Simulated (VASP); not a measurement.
# SiC2 (P6_3/mmc) in VASP: a series of runs

Runs on SiC2. Level: PBE. Tasks: single point, relaxation of cell and atoms.

Program: VASP 6.6.1. These are calculated values, not measurements. Logs are shortened: lines on timing, memory, paths and dates and some standing lists are left out, and cuts for length are marked.

### 1 The cell of the first run

It takes space group P6_3/mmc (No. 194, hexagonal). Conventional cell: a = 2.546 Å, b = 2.546 Å, c = 9.000 Å, α = 90.00°, β = 90.00°, γ = 120.00°. Si (site symmetry -6m2) has 2 C at 2.04 Å and 6 Si at 2.55 Å within 2.7 Å. Within 2.0 Å of C (site symmetry 3m) lie 3 C at 1.53 Å.

### 2 Single point, PBE

Input file INCAR:

```
SYSTEM = SiC2
ALGO = Normal
EDIFF = 1E-6
ENCUT = 520
GGA = PE
ISIF = 2
ISMEAR = 0
LASPH = .TRUE.
LCHARG = .FALSE.
LREAL = .FALSE.
LWAVE = .FALSE.
NBANDS = 21
NELM = 100
PREC = Accurate
SIGMA = 0.1
```

Input file KPOINTS:

```
k-points
0
G
  18 18 4
  0 0 0
```

Input file POSCAR:

```
SiC2
1.0
    2.5455234191      0.0000000000      0.0000000000
   -1.2727617095      2.2044879469      0.0000000000
    0.0000000000      0.0000000000      8.9997299872
Si C
2 4
Direct
    0.3333333333      0.6666666667      0.7500000000
    0.6666666667      0.3333333333      0.2500000000
    0.3333333333      0.6666666667      0.9764983148
    0.3333333333      0.6666666667      0.5235016852
    0.6666666667      0.3333333333      0.4764983148
    0.6666666667      0.3333333333      0.0235016852
```

Potentials or basis: VASP PAW PBE potentials, release 64 (Si, C).

Run with:

```console
$ cat potpaw_PBE.64/Si/POTCAR potpaw_PBE.64/C/POTCAR > POTCAR
$ mpirun -np 1 vasp_std > vasp.out
```

OUTCAR:

```text
SYSTEM = SiC2
   EDIFF = 1E-6
   ENCUT = 520
   GGA = PE
   ISIF = 2
   ISMEAR = 0
   LASPH = .TRUE.
   LREAL = .FALSE.
   NELM = 100
   PREC = Accurate

 ion  position               nearest neighbor table
   1  0.333  0.667  0.750-   3 2.04   4 2.04
   2  0.667  0.333  0.250-   5 2.04   6 2.04
   3  0.333  0.667  0.976-   6 1.53   6 1.53   6 1.53   1 2.04
   4  0.333  0.667  0.524-   5 1.53   5 1.53   5 1.53   1 2.04
   5  0.667  0.333  0.476-   4 1.53   4 1.53   4 1.53   2 2.04
   6  0.667  0.333  0.024-   3 1.53   3 1.53   3 1.53   2 2.04

  LATTYP: Found a hexagonal cell.
 ALAT       =     2.5455234191
 C/A-ratio  =     3.5355125471

  Lattice vectors:

 A1 = (   2.5455234191,   0.0000000000,   0.0000000000)
 A2 = (  -1.2727617095,   2.2044879469,   0.0000000000)
 A3 = (   0.0000000000,   0.0000000000,   8.9997299872)

Analysis of symmetry for initial positions (statically):
=====================================================================
 Subroutine PRICEL returns:
 Original cell was already a primitive cell.

 Routine SETGRP: Setting up the symmetry group for a
 hexagonal supercell.

 Subroutine GETGRP returns: Found 24 space group operations
 (whereof 12 operations were pure point group operations)
 out of a pool of 24 trial point group operations.

The static configuration has the point symmetry D_3d.
 The point group associated with its full space group is D_6h.

Analysis of symmetry for dynamics (positions and initial velocities):
=====================================================================
 Subroutine PRICEL returns:
 Original cell was already a primitive cell.

 Routine SETGRP: Setting up the symmetry group for a
 hexagonal supercell.

 Subroutine GETGRP returns: Found 24 space group operations
 (whereof 12 operations were pure point group operations)
 out of a pool of 24 trial point group operations.

The dynamic configuration has the point symmetry D_3d.
 The point group associated with its full space group is D_6h.

 Subroutine INISYM returns: Found 24 space group operations
 (whereof 12 operations are pure point group operations),
 and found     1 'primitive' translations

----------------------------------------------------------------------------------------

                                     Primitive cell

  volume of cell :      50.5027
[... 97 lines left out ...]
   EDIFF  = 0.1E-05   stopping-criterion for ELM
   LREAL  =      F    real-space projection
   EDIFFG = 0.1E-04   stopping-criterion for IOM
   NSW    =      0    number of steps for IOM
   IBRION =     -1    ionic relax: 0-MD 1-quasi-New 2-CG
   NFREE  =      0    steps in history (QN), initial steepest desc. (CG)
   ISIF   =      2    stress and relaxation
   ISYM   =      2    0-nonsym 1-usesym 2-fastsym
   POTIM  = 0.5000    time-step for ionic-motion
   TEBEG  =    0.0;   TEEND  =   0.0 temperature during run
   PSTRESS=    0.0 pullay stress
   NELECT =      24.0000    total number of electrons
   NUPDOWN=      -1.0000    fix difference up-down
   EMIN   =  10.00;   EMAX   =-10.00  energy-range for DOS
   EFERMI =   0.00;   METHOD = LEGACY
   ISMEAR =     0;   SIGMA  =   0.10  broadening in eV -4-tet -1-fermi 0-gaus
   EFERMI_NEDOS =   21; number of points for ismear=-14 and -15
   IALGO  =     38    algorithm
   IMIX   =      4    mixing-type and parameters
     AMIX     =   0.40;   BMIX     =  1.00
     AMIX_MAG =   1.60;   BMIX_MAG =  1.00
  volume/ion in A,a.u.               =       8.42        56.80
  Fermi-wavevector in a.u.,A,eV,Ry     =   1.277538  2.414197 22.206112  1.632103
  Thomas-Fermi vector in A             =   2.410132
   LORBIT       =      0    0 simple, 1 ext, 2 COOP (PROOUT), +10 PAW based schemes
   GGA     = PE    functional components
   LHFCALC =     F    Hartree Fock is set to
   AEXX    =    0.0000 exact exchange contribution
   IVDW    =     0    specifies the selected vdW correction
   LEPSILON=     F    determine dielectric tensor
   LRPA    =     F    only Hartree local field effects (RPA)
 non-spin polarized calculation
 Gauss-broadening in eV      SIGMA  =   0.10
  energy-cutoff  :      520.00
  volume of cell :       50.50
 maximum number of plane-waves:      1378
 NGX is ok and might be reduce to    20
   NGX =  9   NGY =  9   NGZ = 33

 number of electron      24.0000001 magnetization

 Free energy of the ion-electron system (eV)
  ---------------------------------------------------
  ext. energy  EPLUGINS =         0.00000000
  ---------------------------------------------------
  free energy    TOTEN  =       -45.62998695 eV

  energy without entropy =      -45.62688620  energy(sigma->0) =      -45.62843657

 E-fermi :  10.2814     XC(G=0): -12.1935

 val. band max:       10.2257077116   @ k =   0.3889   0.1667   0.5000
 cond. band min:      10.2991497799   @ k =   0.3333   0.1667   0.2500
 fundamental gap:      0.0734420684
 Fermi energy:        10.2814020602

 k-point     1 :       0.0000    0.0000    0.0000
  band No.  band energies     occupation
      1      -9.3949      2.00000
      2      -9.0882      2.00000
      3      -4.0102      2.00000
      4      -1.2703      2.00000
      5      -0.2092      2.00000
      6       5.6950      2.00000
[... 565 lines left out ...]
     20      17.7075      0.00000
     21      19.1987      0.00000

 [... further k-points ...]

------------------------ aborting loop because EDIFF is reached ----------------------------------------

  FORCE on cell =-STRESS in cart. coord.  units (eV):
  Direction    XX          YY          ZZ          XY          YZ          ZX
  --------------------------------------------------------------------------------------
  -------------------------------------------------------------------------------------
  Total        0.0849850      0.0849850      0.0295727      0.0000000      0.0000000      0.0000000
  in kB        2.6961154      2.6961154      0.9381824      0.0000000      0.0000000      0.0000000
  external PRESSURE =       2.1101377 kB  Pullay stress =       0.0000000 kB

 VOLUME and BASIS-vectors are now :
 -----------------------------------------------------------------------------
  energy-cutoff  :      520.00
  volume of cell :       50.50
      direct lattice vectors                 reciprocal lattice vectors
     2.545523419  0.000000000  0.000000000     0.392846513  0.226810040  0.000000000
    -1.272761709  2.204487947  0.000000000     0.000000000  0.453620081  0.000000000
     0.000000000  0.000000000  8.999729987     0.000000000  0.000000000  0.111114445

 POSITION                                       TOTAL-FORCE (eV/Angst)
 -----------------------------------------------------------------------------------
     -0.00000      1.46966      6.74980        -0.000000     -0.000000      0.000000
      1.27276      0.73483      2.24993         0.000000     -0.000000      0.000000
     -0.00000      1.46966      8.78822         0.000000     -0.000000     -0.013532
     -0.00000      1.46966      4.71137        -0.000000     -0.000000      0.013532
      1.27276      0.73483      4.28836         0.000000      0.000000     -0.013532
      1.27276      0.73483      0.21151         0.000000      0.000000      0.013532
 -----------------------------------------------------------------------------------
    total drift:                               -0.000000      0.000000      0.000000

  FREE ENERGIE OF THE ION-ELECTRON SYSTEM (eV)
  ---------------------------------------------------
  free  energy   TOTEN  =       -45.6299869500 eV

  energy  without entropy=      -45.6268861979  energy(sigma->0) =      -45.62843657
```

stdout:

```text
POSCAR found type information on POSCAR SiC
 POSCAR found :  2 types and       6 ions
 scaLAPACK will be used
 LDA part: xc-table for (Slater+PW92), standard interpolation
 POSCAR, INCAR and KPOINTS ok, starting setup
 FFT: planning ... GRIDC
 FFT: planning ... GRID_SOFT
 FFT: planning ... GRID
 WAVECAR not read
 entering main loop
```

Wall time 86 s (1 thread of Intel Xeon Platinum 8259CL at 2.50GHz (Skylake/Cascade Lake), shared host); peak memory 0.22 GiB.

Results:

| Item | Value |
| --- | --- |
| Free energy | -45.6300 eV |
| Pressure | 0.2 GPa |
| Largest force | 0.014 eV/Å |
| Band gap on the k mesh | zero (band 12 reaches 14.27 eV, above the bottom of band 13 at 7.69 eV) |

Forces in eV/Å, atoms in the order of the input:
```
Si   0.000  0.000  0.000
Si   0.000  0.000  0.000
C    0.000  0.000 -0.014
C    0.000  0.000  0.014
C    0.000  0.000 -0.014
C    0.000  0.000  0.014
```

[end of part 1 of 2]
